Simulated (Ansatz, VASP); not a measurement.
## One calculation of Mg, two programs

```
CELL_PARAMETERS angstrom
3.45708 0.00000 0.00000
-1.72854 2.99392 0.00000
0.00000 0.00000 4.49013
ATOMIC_POSITIONS crystal
Mg 0.33333 0.66667 0.25000
Mg 0.66667 0.33333 0.75000
```

Alike in both runs: task single point; functional PBE; k mesh 18 × 18 × 10; occupations gaussian, width 0.15 eV; no spin polarisation.

```csv
,VASP,Ansatz
version,VASP 6.6.1,Ansatz 0.2.0
potentials or method,"VASP PAW PBE potentials, release 64 (Mg), cutoff 520 eV","scalar-relativistic, plane waves, PAW"
valence electrons in the cell,4,20
```

|  | VASP | Ansatz | Ansatz less VASP |
| --- | --- | --- | --- |
| gap on the k mesh at the Fermi level (eV) | none | none | - |
| pressure (GPa) | 1.0 | 1.1 | +0.11 |
| traceless stress, the component that is largest in VASP (GPa) | 5.52 | 5.51 | -0.007 |

A gap of «none» marks a metal or a gap that the smearing closes. VASP's potentials hold 4 valence electrons a cell and Ansatz's 20, so a difference there can come from the potentials and not from the codes.
